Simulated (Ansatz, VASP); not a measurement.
# One calculation of KI, two programs

```
K I
1.0
     3.93185    0.00000    0.00000
     0.00000    3.93185    0.00000
     0.00000    0.00000    5.11141
K I
1 1
Direct
  0.00000 0.00000 0.00000
  0.50000 0.50000 0.50000
```

Alike in both runs: task single point; functional PBE; k mesh 6 × 6 × 6; occupations gaussian, width 0.05 eV; no spin polarisation.

```csv
,VASP,Ansatz
version,VASP 6.6.1,Ansatz 0.2.0
potentials or method,"VASP PAW PBE potentials, release 64 (K_sv, I), cutoff 520 eV","scalar-relativistic, plane waves, PAW"
valence electrons in the cell,16,26
```

```csv
,VASP,Ansatz,Ansatz less VASP
gap on the k mesh at the Fermi level (eV),1.75,1.75,+0.002
least direct gap on the mesh (eV),2.11,2.11,+0.001
pressure (GPa),0.9,0.9,-0.03
"traceless stress, the component that is largest in VASP (GPa)",-5.38,-5.40,-0.012
```

VASP's potentials hold 16 valence electrons a cell and Ansatz's 26, so a difference there can come from the potentials and not from the codes.

Neither program's run includes spin-orbit coupling.
